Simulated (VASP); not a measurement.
Ag:

```
Ag
1.0
     0.00000    2.04500    2.04500
     2.04500    0.00000    2.04500
     2.04500    2.04500    0.00000
Ag
1
Direct
  0.00000 0.00000 0.00000
```

| Quantity | Value |
| --- | --- |
| Program | VASP 6.6.1 |
| Task | relaxation of volume and atoms at fixed shape |
| Functional | PBEsol |
| Potentials or basis | VASP PAW PBE potentials, release 64 (Ag) |
| Cutoff | 500 eV |
| k mesh | 7 × 7 × 7 |
| Occupations | fermi-dirac, width 0.1 eV |
| Spin | no spin polarisation |

At the start: pressure -3.4 GPa; volume 17.10 Å³/atom.

**Question.** Where does the relaxation end?

**Answer.** Over 3 steps the energy falls by 5.9 meV/atom and the volume is 16.58 Å³/atom (-3.1 %); space group Fm-3m (No. 225, to 0.1 Å) before and after.

Step by step:
| step | energy change (eV) | largest force (eV/Å) | pressure (GPa) | volume (Å³) |
| --- | --- | --- | --- | --- |
| 1 | 0.0000 | 0.0000 | -3.45 | 17.10 |
| 2 | -0.0027 | 0.0000 | 2.87 | 16.21 |
| 3 | -0.0059 | 0.0000 | 0.00 | 16.58 |

Final structure:
```xyz
1
Lattice="0.0000 2.0237 2.0237 2.0237 0.0000 2.0237 2.0237 2.0237 0.0000" Properties=species:S:1:pos:R:3 pbc="T T T"
Ag    0.0000    0.0000    0.0000
```

Caveat: the k points lie up to 0.38 Å⁻¹ apart in the final cell, too coarse for converged energies and pressures of a metal; the PAW data sets were made with another functional, which shifts forces and pressure a little.
